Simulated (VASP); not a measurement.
## Ag2Pb: single point with LDA

Crystal: Ag2Pb.

```
CELL_PARAMETERS angstrom
4.64736 0.00000 0.00000
-2.32368 4.02473 0.00000
0.00000 0.00000 4.07098
ATOMIC_POSITIONS crystal
Ag 0.33330 0.66670 0.50000
Ag 0.66660 0.33330 0.50000
Pb 0.00000 0.00000 0.00000
```

* Program: VASP 6.6.1
* Task: single point
* Functional: LDA
* Potentials or basis: VASP PAW LDA potentials, release 64 (Ag, Pb_d)
* Cutoff: 520 eV
* k mesh: 5 × 5 × 5
* Occupations: fermi-dirac, width 0.1 eV
* Spin: no spin polarisation

| Item | Value |
| --- | --- |
| Pressure | -7.3 GPa |
| Band gap on the k mesh | zero (band 18 reaches 8.32 eV, above the bottom of band 19 at 5.53 eV) |

Stress tensor (GPa, compression positive):
```
-6.37  0.00  0.00
 0.00 -6.36  0.00
 0.00  0.00 -9.06
```

Levels at points of the mesh, in eV from the Fermi level:
| k point | band 15 | band 16 | band 17 | band 18 | band 19 | band 20 | band 21 | band 22 |
| --- | --- | --- | --- | --- | --- | --- | --- | --- |
| (0.00, 0.00, 0.00) | -3.65 | -3.65 | -0.94 | 0.95 | 1.90 | 1.90 | 4.04 | 4.04 |

Wall time 18 s on 1 thread of Intel(R) Xeon(R) 6975P-C (Granite Rapids), with other jobs on the host, peak memory 0.18 GiB.

Caveat: spin-orbit coupling is left out, which moves the levels of the heavy elements.
